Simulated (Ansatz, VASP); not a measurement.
**One calculation of CoO, two programs**

```
Co O
1.0
     0.00000    2.11720    2.11720
     2.11720    0.00000    2.11720
     2.11720    2.11720    0.00000
Co O
1 1
Direct
  0.00000 0.00000 0.00000
  0.50000 0.50000 0.50000
```

Alike in both runs: task single point; functional PBE; k mesh 11 × 11 × 11; occupations fermi-dirac, width 0.05 eV; collinear spin.

|  | VASP | Ansatz |
| --- | --- | --- |
| version | VASP 6.6.1 | Ansatz 0.2.0 |
| potentials or method | VASP PAW PBE potentials, release 64 (Co_sv, O) | Ansatz PAW |
| plane-wave cutoff (eV) | 600 | 420 |
| valence electrons in the cell | 23 | 23 |

Ansatz gave:

```
gap on the k mesh at the Fermi level (eV)                     : none
pressure (GPa)                                                : 1.5
net moment per atom (μB)                                      : 1.44
size of the moment on the site where the two differ most (μB) : 2.46
```

**Question.** What did VASP give for the same quantities?

**Answer.** gap on the k mesh at the Fermi level (eV): none; pressure (GPa): -1.0; net moment per atom (μB): 1.44; size of the moment on the site where the two differ most (μB): 2.49.

Site moments also hang on the region over which each program counts them. A gap of «none» marks a metal or a gap that the smearing closes.
